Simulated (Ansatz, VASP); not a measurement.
# Two plane-wave programs on KI

```xyz
2
Lattice="0.0000 3.3836 3.6655 3.3836 0.0000 3.6655 3.3836 3.3836 0.0000" Properties=species:S:1:pos:R:3 pbc="T T T"
K     0.0000    0.0000    0.0000
I     3.3836    3.3836    3.6655
```

Change from the starting cell: strain -0.040 along x and y, +0.040 along z, atoms carried along.

Alike in both runs: task single point; functional r2SCAN; k mesh 6 × 6 × 6; occupations gaussian, width 0.05 eV; no spin polarisation.

|  | VASP | Ansatz |
| --- | --- | --- |
| version | VASP 6.6.1 | Ansatz 0.2.0 |
| potentials or method | VASP PAW PBE potentials, release 64 (K_sv, I), cutoff 520 eV | scalar-relativistic, plane waves, PAW |
| valence electrons in the cell | 16 | 26 |

|  | VASP | Ansatz | Ansatz less VASP |
| --- | --- | --- | --- |
| gap on the k mesh at the Fermi level (eV) | 4.70 | 4.70 | +0.003 |
| least direct gap on the mesh (eV) | 4.70 | 4.70 | +0.003 |
| pressure (GPa) | 1.2 | 1.2 | -0.01 |
| traceless stress, the component that is largest in VASP (GPa) | -1.75 | -1.73 | +0.015 |

VASP's potentials were made for PBE, not for r2SCAN. The functional is the same, so the differences come from potentials, cutoffs and numerics. VASP's potentials hold 16 valence electrons a cell and Ansatz's 26, so a difference there can come from the potentials and not from the codes.

Neither program's run includes spin-orbit coupling.
